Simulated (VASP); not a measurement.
## V: single point with PBEsol

The system is V.

```
V
1.0
     2.56756    0.00000    0.00000
    -1.28378    2.22357    0.00000
     0.00000    0.00000    4.66274
V
2
Direct
  0.33333 0.66667 0.25000
  0.66667 0.33333 0.75000
```

This isn't the form of V at room conditions, which is bcc.

| Item | Value |
| --- | --- |
| Program | VASP 6.6.1 |
| Task | single point |
| Functional | PBEsol |
| Potentials or basis | VASP PAW PBE potentials, release 64 (V_sv) |
| Cutoff | 520 eV |
| k mesh | 12 × 12 × 4 |
| Occupations | gaussian, width 0.1 eV |
| Spin | collinear spin, ferromagnetic start |
| Starting moments | [0.24, 0.24] μB |
| Dipole correction | no |
| Further INCAR settings | ALGO = Normal; EDIFF = 1e-06; NBANDS = 24 |

* Pressure: 0.2 GPa
* Band gap on the k mesh: zero (filled and empty bands overlap)
* Net moment: 0.00 μB per cell
* Valence electrons inside the program's atomic spheres: V 11.70

Stress tensor (GPa, compression positive):
```
0.12 0.00 0.00
0.00 0.12 0.00
0.00 0.00 0.34
```

Levels at points of the mesh, in eV from the Fermi level:
Spin up:
```tsv
k point	band 9	band 10	band 11	band 12	band 13	band 14	band 15	band 16	band 17	band 18
(0.00, 0.00, 0.00)	-6.95	-3.54	-0.62	-0.16	0.34	0.34	0.67	0.67	1.93	1.93
(0.50, 0.00, 0.00)	-3.09	-2.95	-2.87	-0.40	-0.11	0.33	0.64	3.12	3.73	3.85
(0.00, 0.00, 0.50)	-5.13	-5.13	-1.07	-1.07	0.38	0.38	0.38	0.38	2.64	2.64
(0.50, 0.00, 0.50)	-3.41	-3.41	-1.91	-1.91	1.73	1.73	1.76	1.76	3.80	3.80
```
Spin down:
```
           k point  band 11  band 12  band 13  band 14  band 15  band 16
(0.00, 0.00, 0.00)    -0.62    -0.16     0.34     0.34     0.67     0.67
(0.50, 0.00, 0.00)    -2.87    -0.40    -0.11     0.33     0.64     3.12
(0.00, 0.00, 0.50)    -1.07    -1.07     0.38     0.38     0.38     0.38
(0.50, 0.00, 0.50)    -1.91    -1.91     1.73     1.73     1.76     1.76
```

Wall time 100 s on 1 thread of Intel Xeon 8259CL (shared host), peak memory 0.18 GiB.

Caveat: the PAW data sets were made with another functional, which shifts forces and pressure a little.
